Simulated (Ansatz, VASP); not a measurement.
One calculation of Ba2Os, two programs

```
Os Ba
1.0
     0.00000    3.64751    0.00000
     3.64751    0.00000    0.00000
     1.82375    1.82375   -7.40539
Os Ba
1 2
Direct
  0.00000 0.00000 0.00000
  0.37972 0.37972 0.24057
  0.62028 0.62028 0.75943
```

Alike in both runs: functional PBEsol; k mesh 5 × 5 × 5; no spin polarisation.

Ansatz relaxed the structure, and its values are those at the end. VASP's run is a single point on that final structure, the one shown.

```csv
,VASP,Ansatz
version,VASP 6.6.1,Ansatz 0.2.0
potentials or method,"VASP PAW PBE potentials, release 64 (Os_sv_GW, Ba_sv), cutoff 560 eV",PAW plane waves
occupations,"fermi-dirac, width 0.1 eV",fermi-dirac
valence electrons in the cell,36,36
```

|  | VASP | Ansatz | Ansatz less VASP |
| --- | --- | --- | --- |
| gap on the k mesh at the Fermi level (eV) | none | none | - |
| pressure (GPa) | 1.4 | 0.0 | -1.37 |
| rms of the force components (eV/Å) | 0.126 | 0.001 | -0.1249 |

VASP's potentials were made for PBE, not for PBEsol. A gap of «none» marks a metal or a gap that the smearing closes. One of these differences is far larger than is usual between the two programs; its cause wasn't traced. Ansatz's warnings: structure snapped to symmetry.

Spin-orbit coupling is off throughout.
